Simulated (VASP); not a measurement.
# BAs (F-43m) in VASP: further runs

BAs is run at these levels: PBEsol; tasks: relaxation of cell and atoms.

Program: VASP 6.6.1. These are calculated values, not measurements. Logs are shortened: lines on timing, memory, paths and dates and some standing lists are left out, and cuts for length are marked.

### 1 The cell of the first run

Symmetry: F-43m, No. 216, cubic system. Conventional cell: a = 4.777 Å, b = 4.777 Å, c = 4.777 Å, α = 90.00°, β = 90.00°, γ = 90.00°. B (site symmetry -43m) has 4 As at 2.07 Å within 2.7 Å. As (site symmetry -43m) has 4 B at 2.07 Å within 2.7 Å.

### 2 Relaxation of cell and atoms, PBEsol

The input, INCAR:

```
PREC     = Accurate       # precision mode
ENCUT    = 500            # plane-wave cutoff, eV
EDIFF    = 1E-7           # SCF threshold, eV
ISMEAR   = 0              # smearing method
SIGMA    = 0.01           # smearing width, eV
LREAL    = F              # projectors in reciprocal space
LASPH    = T              # aspherical terms in the spheres
NELM     = 120            # most SCF steps
ALGO     = Normal         # electronic algorithm
ISIF     = 3              # what is computed and relaxed
LWAVE    = F              # write WAVECAR
LCHARG   = F              # write CHGCAR
GGA      = PS             # functional
IBRION   = 2              # ionic algorithm
NSW      = 80             # ionic steps
EDIFFG   = -0.01          # ionic threshold
GGA_COMPAT= F            
NELMIN   = 4
```

The input, KPOINTS:

```
regular mesh
0
Gamma
  6 6 6
```

The input, POSCAR:

```
BAs
1.0
    0.0000000000      2.3885000000      2.3885000000
    2.3885000000      0.0000000000      2.3885000000
    2.3885000000      2.3885000000      0.0000000000
B As
1 1
Direct
    0.0000000000      0.0000000000      0.0000000000
    0.2500000000      0.2500000000      0.2500000000
```

Potentials or basis: VASP PAW PBE potentials, release 64 (B, As).

On the command line:

```
cat potpaw_PBE.64/B/POTCAR potpaw_PBE.64/As/POTCAR > POTCAR
mpirun -np 1 vasp_std > vasp.out
```

OUTCAR:

```text
PREC = Accurate
   ENCUT = 500
   EDIFF = 1E-7
   ISMEAR = 0
   LREAL = F
   LASPH = T
   NELM = 120
   ISIF = 3
   GGA = PS
   IBRION = 2
   NSW = 80
   EDIFFG = -0.01
   NELMIN = 4

 ion  position               nearest neighbor table
   1  0.000  0.000  0.000-   2 2.07   2 2.07   2 2.07   2 2.07
   2  0.250  0.250  0.250-   1 2.07   1 2.07   1 2.07   1 2.07

  LATTYP: Found a face centered cubic cell.
 ALAT       =     4.7770000000

  Lattice vectors:

 A1 = (   0.0000000000,   2.3885000000,   2.3885000000)
 A2 = (   2.3885000000,   0.0000000000,   2.3885000000)
 A3 = (   2.3885000000,   2.3885000000,   0.0000000000)

Analysis of symmetry for initial positions (statically):
=====================================================================
 Subroutine PRICEL returns:
 Original cell was already a primitive cell.

 Routine SETGRP: Setting up the symmetry group for a
 face centered cubic supercell.

 Subroutine GETGRP returns: Found 24 space group operations
 (whereof 24 operations were pure point group operations)
 out of a pool of 48 trial point group operations.

The static configuration has the point symmetry T_d .

Analysis of symmetry for dynamics (positions and initial velocities):
=====================================================================
 Subroutine PRICEL returns:
 Original cell was already a primitive cell.

 Routine SETGRP: Setting up the symmetry group for a
 face centered cubic supercell.

 Subroutine GETGRP returns: Found 24 space group operations
 (whereof 24 operations were pure point group operations)
 out of a pool of 48 trial point group operations.

The dynamic configuration has the point symmetry T_d .

 Subroutine INISYM returns: Found 24 space group operations
 (whereof 24 operations are pure point group operations),
 and found     1 'primitive' translations

----------------------------------------------------------------------------------------

                                     Primitive cell

  volume of cell :      27.2525

  direct lattice vectors                    reciprocal lattice vectors
     0.000000000  2.388500000  2.388500000    -0.209336404  0.209336404  0.209336404
     2.388500000  0.000000000  2.388500000     0.209336404 -0.209336404  0.209336404
     2.388500000  2.388500000  0.000000000     0.209336404  0.209336404 -0.209336404

  length of vectors
     3.377849094  3.377849094  3.377849094     0.362581287  0.362581287  0.362581287

  position of ions in fractional coordinates (direct lattice)
     0.000000000  0.000000000  0.000000000
     0.250000000  0.250000000  0.250000000

  ion indices of the primitive-cell ions
   primitive index   ion index
                 1           1
                 2           2

----------------------------------------------------------------------------------------

 KPOINTS: regular mesh

Automatic generation of k-mesh.
 Grid dimensions read from file:
 generate k-points for:    6    6    6

 Generating k-lattice:

  Cartesian coordinates                     Fractional coordinates (reciprocal lattice)
    -0.034889401  0.034889401  0.034889401     0.166666667  0.000000000  0.000000000
     0.034889401 -0.034889401  0.034889401     0.000000000  0.166666667  0.000000000
     0.034889401  0.034889401 -0.034889401     0.000000000  0.000000000  0.166666667

  Length of vectors
     0.060430214  0.060430214  0.060430214

  Shift w.r.t. Gamma in fractional coordinates (k-lattice)
     0.000000000  0.000000000  0.000000000

 Subroutine IBZKPT returns following result:
 ===========================================

 Found     16 irreducible k-points:

 Following reciprocal coordinates:
            Coordinates               Weight
  0.000000  0.000000  0.000000      1.000000
  0.166667  0.000000  0.000000      8.000000
  0.333333  0.000000  0.000000      8.000000
  0.500000  0.000000  0.000000      4.000000
  0.166667  0.166667  0.000000      6.000000
  0.333333  0.166667  0.000000     24.000000
[... 8 lines left out ...]
 -0.333333  0.333333  0.166667     24.000000
 -0.333333  0.500000  0.166667     12.000000
   k-points           NKPTS =     16   k-points in BZ     NKDIM =     16   number of bands    NBANDS=      8
   number of dos      NEDOS =    301   number of ions     NIONS =      2
   total plane-waves  NPLWV =  21952
   dimension x,y,z NGX =    28 NGY =   28 NGZ =   28
   dimension x,y,z NGXF=    56 NGYF=   56 NGZF=   56
   ions per type =               1   1
   NGX,Y,Z   is equivalent  to a cutoff of  13.78, 13.78, 13.78 a.u.
   NGXF,Y,Z  is equivalent  to a cutoff of  27.56, 27.56, 27.56 a.u.
 SYSTEM =  unknown system
   PREC   = accura    normal or accurate (medium, high low for compatibility)
   ISTART =      0    job   : 0-new  1-cont  2-samecut
   ICHARG =      2    charge: 1-file 2-atom 10-const
   ISPIN  =      1    spin polarized calculation?
   LNONCOLLINEAR =      F non collinear calculations
   LSORBIT =      F    spin-orbit coupling
   LASPH  =      T    aspherical Exc in radial PAW
   ENCUT  =  500.0 eV  36.75 Ry    6.06 a.u.   6.16  6.16  6.16*2*pi/ulx,y,z
   NELM   =    120;   NELMIN=  4; NELMDL= -5     # of ELM steps
   EDIFF  = 0.1E-06   stopping-criterion for ELM
   LREAL  =      F    real-space projection
   EDIFFG = -.1E-01   stopping-criterion for IOM
   NSW    =     80    number of steps for IOM
   IBRION =      2    ionic relax: 0-MD 1-quasi-New 2-CG
   NFREE  =      1    steps in history (QN), initial steepest desc. (CG)
   ISIF   =      3    stress and relaxation
   ISYM   =      2    0-nonsym 1-usesym 2-fastsym
   POTIM  = 0.5000    time-step for ionic-motion
   TEBEG  =    0.0;   TEEND  =   0.0 temperature during run
   PSTRESS=    0.0 pullay stress
   NELECT =       8.0000    total number of electrons
   NUPDOWN=      -1.0000    fix difference up-down
   EMIN   =  10.00;   EMAX   =-10.00  energy-range for DOS
   EFERMI =   0.00;   METHOD = LEGACY
   ISMEAR =     0;   SIGMA  =   0.01  broadening in eV -4-tet -1-fermi 0-gaus
   EFERMI_NEDOS =   21; number of points for ismear=-14 and -15
   IALGO  =     38    algorithm
   IMIX   =      4    mixing-type and parameters
     AMIX     =   0.40;   BMIX     =  1.00
     AMIX_MAG =   1.60;   BMIX_MAG =  1.00
  volume/ion in A,a.u.               =      13.63        91.95
  Fermi-wavevector in a.u.,A,eV,Ry     =   1.088018  2.056057 16.106360  1.183784
  Thomas-Fermi vector in A             =   2.224191
   LORBIT       =      0    0 simple, 1 ext, 2 COOP (PROOUT), +10 PAW based schemes
   GGA     = PS    functional components
   LHFCALC =     F    Hartree Fock is set to
   AEXX    =    0.0000 exact exchange contribution
   IVDW    =     0    specifies the selected vdW correction
   LEPSILON=     F    determine dielectric tensor
   LRPA    =     F    only Hartree local field effects (RPA)
 conjugate gradient relaxation of ions
 non-spin polarized calculation
 Gauss-broadening in eV      SIGMA  =   0.01
  energy-cutoff  :      500.00
  volume of cell :       27.25
 maximum number of plane-waves:       701
 NGX is ok and might be reduce to    28
   NGX = 13   NGY = 13   NGZ = 13

 number of electron       8.0000000 magnetization

 Free energy of the ion-electron system (eV)
  ---------------------------------------------------
  ext. energy  EPLUGINS =         0.00000000
  ---------------------------------------------------
  free energy    TOTEN  =       -12.18394214 eV

  energy without entropy =      -12.18394214  energy(sigma->0) =      -12.18394214

 E-fermi :   6.1755     XC(G=0): -10.7284

 val. band max:        6.0504071360   @ k =   0.0000   0.0000   0.0000
 cond. band min:       7.2303680822   @ k =   0.3333   0.3333   0.0000
 fundamental gap:      1.1799609462
 Fermi energy:         6.1754586807

 k-point     1 :       0.0000    0.0000    0.0000
  band No.  band energies     occupation
      1      -9.3888      2.00000
      2       6.0504      2.00000
      3       6.0504      2.00000
      4       6.0504      2.00000
      5       9.2874      0.00000
      6       9.2874      0.00000
      7       9.2874      0.00000
      8      10.7322      0.00000

 k-point     2 :       0.1667    0.0000    0.0000
  band No.  band energies     occupation
      1      -8.9348      2.00000
      2       3.0729      2.00000
      3       5.3626      2.00000
      4       5.3626      2.00000
      5       9.3103      0.00000
      6      10.1793      0.00000
      7      10.1793      0.00000
      8      12.6763      0.00000

 k-point     3 :       0.3333    0.0000    0.0000
  band No.  band energies     occupation
      1      -7.6644      2.00000
      2      -0.7261      2.00000
      3       4.5260      2.00000
      4       4.5260      2.00000
      5       8.8727      0.00000
      6      10.8317      0.00000
      7      10.8317      0.00000
      8      14.6286      0.00000

 k-point     4 :       0.5000    0.0000    0.0000
  band No.  band energies     occupation
      1      -6.5037      2.00000
      2      -2.7848      2.00000
      3       4.2203      2.00000
      4       4.2203      2.00000
      5       8.7030      0.00000
      6      10.7734      0.00000
      7      10.7734      0.00000
      8      14.7531      0.00000

 k-point     5 :       0.1667    0.1667    0.0000
  band No.  band energies     occupation
      1      -8.7819      2.00000
      2       3.7667      2.00000
      3       4.3215      2.00000
      4       4.3215      2.00000
      5       8.2256      0.00000
      6      11.6474      0.00000
      7      11.6605      0.00000
      8      11.6605      0.00000

 k-point     6 :       0.3333    0.1667    0.0000
  band No.  band energies     occupation
      1      -7.7675      2.00000
      2       0.5532      2.00000
      3       3.3991      2.00000
      4       3.5145      2.00000
      5       8.7098      0.00000
      6      11.2984      0.00000
      7      12.4155      0.00000
      8      12.7475      0.00000

 k-point     7 :       0.5000    0.1667    0.0000
  band No.  band energies     occupation
      1      -6.3372      2.00000
      2      -2.1946      2.00000
      3       2.3665      2.00000
      4       3.4427      2.00000
      5       9.0118      0.00000
      6      11.5488      0.00000
      7      12.3732      0.00000
      8      14.2550      0.00000

 k-point     8 :      -0.3333    0.1667    0.0000
  band No.  band energies     occupation
      1      -6.7831      2.00000
      2      -1.4583      2.00000
      3       1.9683      2.00000
      4       4.1061      2.00000
      5       9.5209      0.00000
      6      11.6257      0.00000
      7      11.6952      0.00000
      8      14.6205      0.00000

 k-point     9 :      -0.1667    0.1667    0.0000
  band No.  band energies     occupation
      1      -8.1992      2.00000
      2       1.4905      2.00000
      3       2.7241      2.00000
      4       5.1561      2.00000
      5      10.0054      0.00000
      6      10.5789      0.00000
      7      11.4145      0.00000
      8      12.9609      0.00000

 k-point    10 :       0.3333    0.3333    0.0000
  band No.  band energies     occupation
      1      -7.0435      2.00000
      2       0.1032      2.00000
      3       2.5676      2.00000
      4       2.5676      2.00000
      5       7.2304      0.00000
      6       9.0634      0.00000
      7      15.1662      0.00000
      8      15.1662      0.00000

 k-point    11 :       0.5000    0.3333    0.0000
  band No.  band energies     occupation
      1      -5.7600      2.00000
      2      -1.6578      2.00000
      3       0.9917      2.00000
      4       2.3633      2.00000
      5       7.7800      0.00000
      6       9.8302      0.00000
      7      15.3892      0.00000
      8      15.5570      0.00000

 k-point    12 :      -0.3333    0.3333    0.0000
  band No.  band energies     occupation
      1      -5.5571      2.00000
      2      -1.8169      2.00000
      3      -0.0925      2.00000
      4       2.9772      2.00000
      5       8.4346      0.00000
      6      13.2528      0.00000
      7      14.1431      0.00000
      8      15.3571      0.00000

 k-point    13 :       0.5000    0.5000    0.0000
  band No.  band energies     occupation
      1      -5.1939      2.00000
      2      -2.4839      2.00000
      3       1.9429      2.00000
      4       1.9429      2.00000
      5       7.3593      0.00000
      6       7.3850      0.00000
      7      17.3942      0.00000
      8      17.3942      0.00000

 k-point    14 :       0.5000    0.3333    0.1667
  band No.  band energies     occupation
      1      -6.5809      2.00000
      2      -0.7131      2.00000
      3       1.1292      2.00000
      4       2.8031      2.00000
      5       9.7647      0.00000
      6      11.1525      0.00000
      7      11.8576      0.00000
      8      15.0648      0.00000

 k-point    15 :      -0.3333    0.3333    0.1667
  band No.  band energies     occupation
      1      -5.5488      2.00000
      2      -2.0128      2.00000
      3       0.5880      2.00000
      4       2.1459      2.00000
      5      10.3067      0.00000
      6      11.2200      0.00000
      7      13.4588      0.00000
      8      14.8785      0.00000

 k-point    16 :      -0.3333    0.5000    0.1667
  band No.  band energies     occupation
      1      -5.0719      2.00000
      2      -2.1502      2.00000
      3       0.8440      2.00000
      4       1.0381      2.00000
      5       9.7460      0.00000
      6       9.9440      0.00000
      7      14.6605      0.00000
      8      14.8672      0.00000

------------------------ aborting loop because EDIFF is reached ----------------------------------------

  FORCE on cell =-STRESS in cart. coord.  units (eV):
  Direction    XX          YY          ZZ          XY          YZ          ZX
  --------------------------------------------------------------------------------------
  -------------------------------------------------------------------------------------
  Total        0.0172091      0.0172091      0.0172091      0.0000000      0.0000000      0.0000000
  in kB        1.0117278      1.0117278      1.0117278      0.0000000      0.0000000      0.0000000
  external PRESSURE =       1.0117278 kB  Pullay stress =       0.0000000 kB

 VOLUME and BASIS-vectors are now :
 -----------------------------------------------------------------------------
  energy-cutoff  :      500.00
  volume of cell :       27.25
      direct lattice vectors                 reciprocal lattice vectors
     0.000000000  2.388500000  2.388500000    -0.209336404  0.209336404  0.209336404
     2.388500000  0.000000000  2.388500000     0.209336404 -0.209336404  0.209336404
     2.388500000  2.388500000  0.000000000     0.209336404  0.209336404 -0.209336404

 POSITION                                       TOTAL-FORCE (eV/Angst)
 -----------------------------------------------------------------------------------
      0.00000      0.00000      0.00000        -0.000000     -0.000000     -0.000000
      1.19425      1.19425      1.19425         0.000000      0.000000      0.000000
 -----------------------------------------------------------------------------------
    total drift:                               -0.000000     -0.000000     -0.000000

  FREE ENERGIE OF THE ION-ELECTRON SYSTEM (eV)
  ---------------------------------------------------
  free  energy   TOTEN  =       -12.1839421440 eV

  energy  without entropy=      -12.1839421440  energy(sigma->0) =      -12.18394214

 reached required accuracy - stopping structural energy minimisation
```

Wall time 3.3 s (1 thread of Intel Xeon 6975P-C (Granite Rapids), shared host); peak memory 0.15 GiB.

Results:

```
Free energy             : -12.1839 eV
Pressure after relaxing : 0.1 GPa
Band gap on the k mesh  : 1.18 eV, indirect (least direct gap 3.24 eV)
```

Final structure:
```xyz
2
Lattice="0.0000 2.3885 2.3885 2.3885 0.0000 2.3885 2.3885 2.3885 0.0000" Properties=species:S:1:pos:R:3 pbc="T T T"
B     0.0000    0.0000    0.0000
As    1.1943    1.1943    1.1943
```

Caveat: the relaxation stopped at its first step, so nothing moved; the PAW data sets were made with another functional, which shifts forces and pressure a little. A k mesh can miss the band edges.

(Continued in part 2 of 2.)
